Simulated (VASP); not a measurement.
A run of VASP 6.6.1 is set up as follows.

INCAR

```
ALGO = Normal ; EDIFF = 1E-6
ENCUT = 520 ; GGA = PE
ISIF = 2 ; ISMEAR = -1
LASPH = T ; LCHARG = T
LELF = T ; LREAL = F
LVHAR = T ; LWAVE = F
NBANDS = 16 ; NELM = 80
PREC = Accurate ; SIGMA = 0.05
```

The input KPOINTS:

```
k-points
0
Gamma
  4 4 4
```

File POSCAR:

```
InP
1.0
    0.0000000000      2.9305000000      2.9305000000
    2.9305000000      0.0000000000      2.9305000000
    2.9305000000      2.9305000000      0.0000000000
In P
1 1
Direct
    0.0000000000      0.0000000000      0.0000000000
    0.7500000000      0.7500000000      0.7500000000
```

Potentials or basis: VASP PAW PBE potentials, release 64 (In_d, P).

Launch:

```console
$ cat potpaw_PBE.64/In_d/POTCAR potpaw_PBE.64/P/POTCAR > POTCAR
$ mpirun -np 1 vasp_std > vasp.out
```

(1) Estimate the pressure.

(2) What does it give for the band gap on the k mesh?

Answers

(1) 3.5 GPa.

(2) 0.70 eV, direct.

Caveat: the k points lie up to 0.46 Å⁻¹ apart; spin-orbit coupling is left out, which moves the levels of the heavy elements.
